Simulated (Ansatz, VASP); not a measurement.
## Nb: VASP beside Ansatz

Contents of INCAR:

```
SYSTEM = Nb
PREC     = Accurate       ! precision mode
ENCUT    = 520            ! plane-wave cutoff, eV
EDIFF    = 1E-6           ! SCF threshold, eV
ISMEAR   = -1             ! smearing method
SIGMA    = 0.1            ! smearing width, eV
LREAL    = .FALSE.        ! projectors in reciprocal space
LASPH    = .TRUE.         ! aspherical terms in the spheres
NELM     = 100            ! most SCF steps
ALGO     = Normal         ! electronic algorithm
ISIF     = 2              ! what is computed and relaxed
LWAVE    = .FALSE.        ! write WAVECAR
LCHARG   = .FALSE.        ! write CHGCAR
GGA      = B5             ! functional
ALDAX    = 1.0          
AGGAX    = 1.0          
AGGAC    = 1.0          
ALDAC    = 0.0          
NBANDS   = 12             ! bands
```

The input KPOINTS:

```
regular mesh
0
G
  13 13 13
  0 0 0
```

POSCAR

```
Nb
1.0
    2.8682164271      0.0000000000      0.0000000000
    0.0000000000      2.8682164271      0.0000000000
    0.0000000000      0.0000000000      2.8682164271
Nb
1
Direct
    0.0000000000      0.0000000000      0.0000000000
```

Input for Ansatz:

```yaml
crystal:
  lattice:
    - [2.8682164271, 0.0, 0.0]
    - [0.0, 2.8682164271, 0.0]
    - [0.0, 0.0, 2.8682164271]
  atoms:
    - { symbol: Nb, position: [0.0, 0.0, 0.0] }
hamiltonian:
  xc: blyp
  pseudopotentials:
    kind: paw
    azcp:
      Nb: "pseudopotentials/Nb.paw.azcp"
basis:
  ecutwfc: 420
  fft_grid_basis: typed
kpoints:
  mp_grid: { grid: [13, 13, 13], shift: [0, 0, 0] }
magnetization:
  spin_polarized: false
scf:
  occupations: { method: fermi_dirac, width: 0.1 }
  lower_state_search: "off"
output:
  stress: true
```

Alike in both runs: task single point; functional BLYP; k mesh 13 × 13 × 13; occupations fermi-dirac, width 0.1 eV; no spin polarisation.

|  | VASP | Ansatz |
| --- | --- | --- |
| version | VASP 6.6.1 | Ansatz 0.2.0 |
| potentials or method | VASP PAW PBE potentials, release 64 (Nb_sv), cutoff 520 eV | plane waves (420 eV) with PAW, scalar-relativistic |
| valence electrons in the cell | 13 | 13 |

```csv
,VASP,Ansatz,Ansatz less VASP
pressure (GPa),-10.7,-10.7,+0.04
```

VASP's potentials were made for PBE, not for BLYP.
